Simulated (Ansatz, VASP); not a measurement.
**Two plane-wave programs on Ta2C**

INCAR

```
SYSTEM = Ta2C
PREC = Accurate
ENCUT = 600
EDIFF = 1E-6
ISMEAR = 1
SIGMA = 0.15
LREAL = .FALSE.
LASPH = .TRUE.
NELM = 100
ALGO = Normal
ISIF = 3
LWAVE = .FALSE.
LCHARG = .FALSE.
GGA = PS
IBRION = 2
NSW = 80
EDIFFG = -0.005
```

File KPOINTS:

```
regular mesh
0
G
  10 10 6
  0 0 0
```

File POSCAR:

```
Ta2C
1.0
    3.1059000000      0.0000000000      0.0000000000
   -1.5529500000      2.6897883016      0.0000000000
    0.0000000000      0.0000000000      4.9464000000
Ta C
2 1
Direct
    0.3333333333      0.6666666667      0.2520100000
    0.6666666667      0.3333333333      0.7479900000
    0.0000000000      0.0000000000      0.0000000000
```

Input for Ansatz:

```yaml
crystal:
  lattice:
    a: 3.1059
    b: 3.1059
    c: 4.9464
    alpha: 90.0
    beta: 90.0
    gamma: 120.0
  space_group: 164
  atoms:
    - { symbol: Ta, position: [0.3333333333333333, 0.6666666666666666, 0.25201] }
    - { symbol: C, position: [0.0, 0.0, 0.0] }
basis:
  ecutwfc: 420.0
kpoints:
  mp_grid:
    grid: [10, 10, 6]
hamiltonian:
  xc: pbesol
  dispersion: none
scf:
  occupations:
    method: methfessel_paxton
    width: 0.15
relax:
  f_tol: 0.005
  cell: {}
```

Alike in both runs: task relaxation of cell and atoms; functional PBEsol; k mesh 10 × 10 × 6; occupations methfessel-paxton of order 1, width 0.15 eV; no spin polarisation.

|  | VASP | Ansatz |
| --- | --- | --- |
| version | VASP 6.6.1 | Ansatz 0.2.0 |
| potentials or method | VASP PAW PBE potentials, release 64 (Ta_pv, C), cutoff 600 eV | plane waves, PAW |
| valence electrons in the cell | 26 | 30 |

|  | VASP | Ansatz | Ansatz less VASP |
| --- | --- | --- | --- |
| relaxed volume (Å³/atom) | 13.63 | 13.61 | -0.019 |
| relaxed cell length with the largest relative difference (Å) | 3.098 | 3.096 | -0.0019 |

VASP's potentials were made for PBE, not for PBEsol. VASP's potentials hold 26 valence electrons a cell and Ansatz's 30, so a difference there can come from the potentials and not from the codes.

Neither program's run includes spin-orbit coupling.
